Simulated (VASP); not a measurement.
# C (Im-3m) in VASP: notebook, part 2 of 2

VASP 6.6.1.

### 4 Relaxation of cell and atoms, PBE, target pressure 380 GPa, at which the enthalpy is minimised

This run uses another cell than the first one, of 3.59 Å³/atom, 0.989 times its volume.

File INCAR:

```
SYSTEM = C
PREC = Accurate
ENCUT = 600
EDIFF = 1E-6
ISMEAR = -1
SIGMA = 0.05
LREAL = .False.
LASPH = .True.
NELM = 100
ALGO = Normal
ISIF = 3
LWAVE = .False.
LCHARG = .False.
GGA = PE
IBRION = 2
NSW = 60
EDIFFG = -0.005
PSTRESS = 3800.0
```

File KPOINTS:

```
Automatic mesh
0
Gamma
  29 29 29
  0 0 0
```

File POSCAR:

```
C
1.0
   -0.9647074383      0.9647074383      0.9647074383
    0.9647074383     -0.9647074383      0.9647074383
    0.9647074383      0.9647074383     -0.9647074383
C
1
Direct
    0.0000000000      0.0000000000      0.0000000000
```

Potentials or basis: VASP PAW PBE potentials, release 64 (C).

Started as:

```
$ cat potpaw_PBE.64/C/POTCAR > POTCAR
$ mpirun -np 1 vasp_std > vasp.out
```

OUTCAR:

```text
SYSTEM = C
   PREC = Accurate
   ENCUT = 600
   EDIFF = 1E-6
   ISMEAR = -1
   LREAL = .False.
   LASPH = .True.
   NELM = 100
   ISIF = 3
   GGA = PE
   IBRION = 2
   NSW = 60
   EDIFFG = -0.005
   PSTRESS = 3800.0

 ion  position               nearest neighbor table
   1  0.000  0.000  0.000-

  LATTYP: Found a body centered cubic cell.
 ALAT       =     1.9294148766

  Lattice vectors:

 A1 = (  -0.9647074383,   0.9647074383,   0.9647074383)
 A2 = (   0.9647074383,  -0.9647074383,   0.9647074383)
 A3 = (   0.9647074383,   0.9647074383,  -0.9647074383)

Analysis of symmetry for initial positions (statically):
=====================================================================
 Subroutine PRICEL returns:
 Original cell was already a primitive cell.

 Routine SETGRP: Setting up the symmetry group for a
 body centered cubic supercell.

 Subroutine GETGRP returns: Found 48 space group operations
 (whereof 48 operations were pure point group operations)
[... 162 lines left out ...]

  energy without entropy =       -2.57164328  energy(sigma->0) =       -2.57268191

------------------------ aborting loop because EDIFF is reached ----------------------------------------

  FORCE on cell =-STRESS in cart. coord.  units (eV):
  Direction    XX          YY          ZZ          XY          YZ          ZX
  --------------------------------------------------------------------------------------
  -------------------------------------------------------------------------------------
  Total        8.8338766      8.8338766      8.8338766     -0.0000000      0.0000000     -0.0000000
  in kB     3941.0780614   3941.0780614   3941.0780614     -0.0000000      0.0000000     -0.0000000
  external PRESSURE =     141.0780614 kB  Pullay stress =    3800.0000000 kB
[... 98 lines left out ...]
--------------------------------------- Ionic step        4  -------------------------------------------

 number of electron       4.0000000 magnetization

 Free energy of the ion-electron system (eV)
  ---------------------------------------------------
  ext. energy  EPLUGINS =         0.00000000
  ---------------------------------------------------
  free energy    TOTEN  =        -2.66461000 eV

  energy without entropy =       -2.66249097  energy(sigma->0) =       -2.66355048

 E-fermi :  19.4787     XC(G=0): -16.2782

 val. band max:       19.4727282815   @ k =   0.2414   0.1034   0.0690
 cond. band min:      19.4856886557   @ k =  -0.4138   0.4138   0.2759
 fundamental gap:      0.0129603742
 Fermi energy:        19.4787075100

 k-point     1 :       0.0000    0.0000    0.0000
  band No.  band energies     occupation
      1     -10.7586      2.00000
      2      35.6981      0.00000
      3      35.6981      0.00000
      4      35.6981      0.00000
      5      64.2524      0.00000
      6      64.2524      0.00000
[... 199 lines left out ...]
 k-point    24 :       0.3103    0.0345    0.0000
  band No.  band energies     occupation
      1      -3.8864      2.00000
      2      18.7550      2.00000
      3      28.3142      0.00000
      4      32.8838      0.00000
      5      50.5784      0.00000
      6      51.9811      0.00000

 [... further k-points ...]
[... 5 lines left out ...]
  --------------------------------------------------------------------------------------
  -------------------------------------------------------------------------------------
  Total        8.6076009      8.6076009      8.6076009      0.0000000      0.0000000      0.0000000
  in kB     3800.3127810   3800.3127810   3800.3127810      0.0000000      0.0000000      0.0000000
  external PRESSURE =       0.3127810 kB  Pullay stress =    3800.0000000 kB
[... 20 lines left out ...]
  energy  without entropy=       -2.6624909700  energy(sigma->0) =       -2.66355048

  enthalpy is  TOTEN    =         5.9422825014 eV   P V=        8.6068924991

 reached required accuracy - stopping structural energy minimisation
```

OSZICAR:

```text
N       E                     dE             d eps       ncg     rms          rms(c)
DAV:   1     0.231408880630E+00    0.23141E+00   -0.32371E+03  9306   0.789E+02
DAV:   2    -0.258702936660E+01   -0.28184E+01   -0.25668E+01 10644   0.515E+01
DAV:   3    -0.259346639883E+01   -0.64370E-02   -0.64363E-02  8964   0.272E+00
[... 20 lines left out ...]
DAV:   4    -0.266643743645E+01    0.14074E-05   -0.44890E-07  7668   0.951E-03    0.114E-02
DAV:   5    -0.266643724514E+01    0.19131E-06   -0.13007E-07  4128   0.497E-03
   3 F= 0.59422830E+01 E0= 0.59433429E+01  d E =-.164840E-02
       N       E                     dE             d eps       ncg     rms          rms(c)
DAV:   1    -0.266461003007E+01    0.18274E-02   -0.63385E-06  8160   0.248E-02    0.240E-03
DAV:   2    -0.266460999771E+01    0.32360E-07   -0.17125E-08  4080   0.158E-03
   4 F= 0.59422825E+01 E0= 0.59433420E+01  d E =-.164885E-02
```

It took 7.1 s on 1 thread of Intel Xeon 6975P-C (Granite Rapids), shared host; peak memory 0.12 GiB.

What came out:

- Free energy: -2.6646 eV
- Relaxed volume: 3.63 Å³/atom
- Relaxed cell: a = 1.677 Å, b = 1.677 Å, c = 1.677 Å, α = 109.47°, β = 109.47°, γ = 109.47°
- Space group after relaxing (to 0.05 Å): Im-3m (No. 229)
- Energy change on relaxing (the enthalpy is what falls): -90.9 meV/atom
- Ionic steps: 4
- Pressure after relaxing: 380.0 GPa
- Band gap on the k mesh: zero (band 2 reaches 35.70 eV, above the bottom of band 3 at 12.69 eV)

The path:
```
step  energy change (eV)  largest force (eV/Å)  pressure (GPa)  volume (Å³)
   1              0.0000                0.0000          394.11         3.59
   2             -0.3793                0.0000          335.93         3.76
   3             -0.0927                0.0000          379.76         3.63
   4             -0.0909                0.0000          380.03         3.63
```

Final structure:
```cif
data_structure
_symmetry_space_group_name_H-M 'P 1'
_symmetry_Int_Tables_number 1
_cell_length_a 1.6767
_cell_length_b 1.6767
_cell_length_c 1.6767
_cell_angle_alpha 109.471
_cell_angle_beta 109.471
_cell_angle_gamma 109.471
_cell_volume 3.63
loop_
_atom_site_label
_atom_site_type_symbol
_atom_site_fract_x
_atom_site_fract_y
_atom_site_fract_z
_atom_site_occupancy
C1 C 0.00000 0.00000 0.00000 1
```

Caveat: the cell is relaxed towards a set pressure, so the enthalpy falls and the energy may rise.

### 5 Relaxation of cell and atoms, PBE, target pressure 380 GPa, at which the enthalpy is minimised

File INCAR:

```
SYSTEM = C
  ALGO = Normal
  EDIFF = 1E-6
  EDIFFG = -0.005
  ENCUT = 600
  GGA = PE
  IBRION = 2
  ISIF = 3
  ISMEAR = -1
  LASPH = .True.
  LCHARG = .False.
  LREAL = .False.
  LWAVE = .False.
  NELM = 60
  NSW = 32
  PREC = Accurate
  PSTRESS = 3800.0
  SIGMA = 0.05
```

File KPOINTS:

```
k-points
0
Gamma
  29 29 29
  0 0 0
```

File POSCAR:

```
C
1.0
   -0.9681163593      0.9681163593      0.9681163593
    0.9681163593     -0.9681163593      0.9681163593
    0.9681163593      0.9681163593     -0.9681163593
C
1
Direct
    0.0000000000      0.0000000000      0.0000000000
```

Potentials or basis: VASP PAW PBE potentials, release 64 (C).

Started as:

```
$ cat potpaw_PBE.64/C/POTCAR > POTCAR
$ mpirun -np 1 vasp_std > vasp.out
```

OUTCAR:

```text
SYSTEM = C
   EDIFF = 1E-6
   EDIFFG = -0.005
   ENCUT = 600
   GGA = PE
   IBRION = 2
   ISIF = 3
   ISMEAR = -1
   LASPH = .True.
   LREAL = .False.
   NELM = 60
   NSW = 32
   PREC = Accurate
   PSTRESS = 3800.0

 ion  position               nearest neighbor table
   1  0.000  0.000  0.000-

  LATTYP: Found a body centered cubic cell.
 ALAT       =     1.9362327186

  Lattice vectors:

 A1 = (  -0.9681163593,   0.9681163593,   0.9681163593)
 A2 = (   0.9681163593,  -0.9681163593,   0.9681163593)
[... 393 lines left out ...]
      3      28.3092      0.00000
      4      32.8782      0.00000
      5      50.5728      0.00000
      6      51.9740      0.00000

 [... further k-points ...]
[... 5 lines left out ...]
  --------------------------------------------------------------------------------------
  -------------------------------------------------------------------------------------
  Total        8.6038486      8.6038486      8.6038486      0.0000000     -0.0000000      0.0000000
  in kB     3798.0499878   3798.0499878   3798.0499878      0.0000000     -0.0000000      0.0000000
  external PRESSURE =      -1.9500122 kB  Pullay stress =    3800.0000000 kB

 VOLUME and BASIS-vectors are now :
 -----------------------------------------------------------------------------
  energy-cutoff  :      600.00
  volume of cell :        3.63
      direct lattice vectors                 reciprocal lattice vectors
    -0.968116359  0.968116359  0.968116359     0.000000000  0.516466843  0.516466843
     0.968116359 -0.968116359  0.968116359     0.516466843  0.000000000  0.516466843
     0.968116359  0.968116359 -0.968116359     0.516466843  0.516466843  0.000000000

 POSITION                                       TOTAL-FORCE (eV/Angst)
 -----------------------------------------------------------------------------------
      0.00000      0.00000      0.00000         0.000000      0.000000     -0.000000
 -----------------------------------------------------------------------------------
    total drift:                               -0.000000     -0.000000      0.000000

  FREE ENERGIE OF THE ION-ELECTRON SYSTEM (eV)
  ---------------------------------------------------
  free  energy   TOTEN  =        -2.6662144275 eV

  energy  without entropy=       -2.6640946360  energy(sigma->0) =       -2.66515453

  enthalpy is  TOTEN    =         5.9420516491 eV   P V=        8.6082660766

 reached required accuracy - stopping structural energy minimisation
```

OSZICAR:

```text
N       E                     dE             d eps       ncg     rms          rms(c)
DAV:   1     0.129788319259E+00    0.12979E+00   -0.32001E+03  9318   0.789E+02
DAV:   2    -0.267870676636E+01   -0.28085E+01   -0.25918E+01 10674   0.522E+01
DAV:   3    -0.268488022922E+01   -0.61735E-02   -0.61680E-02  9180   0.263E+00
DAV:   4    -0.268488101086E+01   -0.78165E-06   -0.78123E-06 10542   0.244E-02
DAV:   5    -0.268488101205E+01   -0.11870E-08   -0.14800E-09  8988   0.195E-04    0.304E+00
DAV:   6    -0.267097872756E+01    0.13902E-01   -0.73012E-03  8214   0.895E-01    0.188E+00
DAV:   7    -0.266621195882E+01    0.47668E-02   -0.10553E-02  8286   0.110E+00    0.183E-01
DAV:   8    -0.266621546896E+01   -0.35101E-05   -0.40419E-05  8994   0.670E-02    0.122E-02
DAV:   9    -0.266621429178E+01    0.11772E-05   -0.32813E-06  8718   0.178E-02    0.554E-03
DAV:  10    -0.266621442750E+01   -0.13572E-06   -0.16441E-08  4212   0.174E-03
   1 F= 0.59420516E+01 E0= 0.59431115E+01  d E =0.594205E+01
```

Wall time 3.6 s (1 thread of Intel Xeon 6975P-C (Granite Rapids), shared host); peak memory 0.12 GiB.

What came out:

```yaml
Free_energy: -2.6662 eV
Pressure_after_relaxing: 379.8 GPa
Band_gap_on_the_k_mesh: zero (band 2 reaches 35.69 eV, above the bottom of band 3 at 12.69 eV)
```

Final structure:
```yaml
crystal:
  lattice:
    - [-0.96812, 0.96812, 0.96812]
    - [0.96812, -0.96812, 0.96812]
    - [0.96812, 0.96812, -0.96812]
  atoms:
    - { symbol: C, position: [0.00000, 0.00000, 0.00000] }
```

Levels at points of the mesh, in eV from the Fermi level:
| k point | band 1 | band 2 | band 3 | band 4 | band 5 | band 6 |
| --- | --- | --- | --- | --- | --- | --- |
| (0.00, 0.00, 0.00) | -30.23 | 16.22 | 16.22 | 16.22 | 44.77 | 44.77 |

Caveat: the relaxation stopped at its first step, so nothing moved; the cell is relaxed towards a set pressure, so the enthalpy falls and the energy may rise.

### 6 Summary

| task | cell | cutoff (eV) | gap on the mesh (eV) | pressure (GPa) |
| --- | --- | --- | --- | --- |
| single point | a = 1.677 Å, angles 109.5°, 1 atom | 520 | none | 380.8 |
| relaxation of cell and atoms | relaxed to 380 GPa from a = 1.671 Å, angles 109.5°, 1 atom | 600 | none | 380.0 |
| relaxation of cell and atoms | relaxed to 380 GPa from a = 1.677 Å, angles 109.5°, 1 atom | 600 | none | 379.8 |

Alike in all rows: level PBE; potentials or basis VASP PAW PBE potentials, release 64 (C); no spin polarisation; k mesh 29 × 29 × 29; smearing fermi-dirac 0.05 eV.

Caveats: the cell is relaxed towards a set pressure, so the enthalpy falls and the energy may rise (some runs); the relaxation stopped at its first step, so nothing moved (some runs).

Total energies depend on the potentials used, so only differences within one code and one set of settings carry meaning.
